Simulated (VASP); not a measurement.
Write the native input for VASP 6.6.1 that does the following.

```yaml
Task: single point
Functional: PBEsol
Potentials_or_basis: VASP PAW PBE potentials, release 64 (Mn_pv, O)
Cutoff: 520 eV
k_mesh: 2 × 6 × 4
Occupations: fermi-dirac, width 0.05 eV
Spin: collinear spin, ferromagnetic start
Starting_moments: "[4.5, 4.5, 4.5, 4.5, 0.0, 0.0, 0.0, 0.0, 0.0, 0.0, 0.0, 0.0] μB"
Hubbard_terms: Mn d U = 3.9 eV
Dipole_correction: no
Further_INCAR_settings: ALGO = Normal; EDIFF = 1e-06; NBANDS = 66
```

The structure of MnO2 lies in POSCAR:

```
MnO2
1.0
    9.3200000000      0.0000000000      0.0000000000
    0.0000000000      2.8500000000      0.0000000000
    0.0000000000      0.0000000000      4.4600000000
Mn O
4 8
Direct
    0.6400000000      0.2500000000      0.4800000000
    0.3600000000      0.7500000000      0.5200000000
    0.1400000000      0.2500000000      0.0200000000
    0.8600000000      0.7500000000      0.9800000000
    0.5350000000      0.7500000000      0.2900000000
    0.4650000000      0.2500000000      0.7100000000
    0.0350000000      0.7500000000      0.2100000000
    0.9650000000      0.2500000000      0.7900000000
    0.7850000000      0.2500000000      0.1900000000
    0.2150000000      0.7500000000      0.8100000000
    0.2850000000      0.2500000000      0.3100000000
    0.7150000000      0.7500000000      0.6900000000
```

The input as run:

INCAR

```
SYSTEM = MnO2
ALGO     = Normal         ! electronic algorithm
EDIFF    = 1E-6           ! SCF threshold, eV
ENCUT    = 520            ! plane-wave cutoff, eV
GGA      = PS             ! functional
ISIF     = 2              ! what is computed and relaxed
ISMEAR   = -1             ! smearing method
ISPIN    = 2              ! spin polarisation
LASPH    = .TRUE.         ! aspherical terms in the spheres
LCHARG   = .TRUE.         ! write CHGCAR
LDAU     = .TRUE.         ! DFT+U
LDAUJ    = 0 0          
LDAUL    = 2 -1           ! shell
LDAUPRINT= 1            
LDAUTYPE = 2            
LDAUU    = 3.9 0          ! U, eV
LELF     = .TRUE.         ! ELF
LMAXMIX  = 4              ! l up to which the mixer works
LORBIT   = 11             ! projections on sites
LREAL    = .FALSE.        ! projectors in reciprocal space
LVHAR    = .TRUE.       
LWAVE    = .FALSE.        ! write WAVECAR
MAGMOM   = 4.5 4.5 4.5 4.5 0 0 0 0 0 0 0 0 ! initial moments
NBANDS   = 66             ! bands
NELM     = 150            ! most SCF steps
PREC     = Accurate       ! precision mode
SIGMA    = 0.05           ! smearing width, eV
```

KPOINTS

```
k-points
0
G
  2 6 4
  0 0 0
```

Potentials or basis: VASP PAW PBE potentials, release 64 (Mn_pv, O).

Run with:

```console
$ cat potpaw_PBE.64/Mn_pv/POTCAR potpaw_PBE.64/O/POTCAR > POTCAR
$ mpirun -np 1 vasp_std > vasp.out
```

Results of the run:

| Item | Value |
| --- | --- |
| Pressure | 7.1 GPa |
| Largest force | 2.273 eV/Å |
| Band gap on the k mesh | 1.12 eV |
| Net moment | 12.00 μB per cell |
| Site moments | Mn +3.12; O -0.16, -0.01 (each value once) μB |
| Valence electrons inside the program's atomic spheres | Mn 11.75; O 4.97, 5.06 (each value once) |

Caveat: the cell stands under pressure; the PAW data sets were made with another functional, which shifts forces and pressure a little; only a ferromagnetic start was run, and an antiferromagnetic order may lie lower in energy.

It took 14 min on 1 thread of Oxide Virtual Turin-like Processor, with other jobs on the host, peak memory 0.41 GiB.
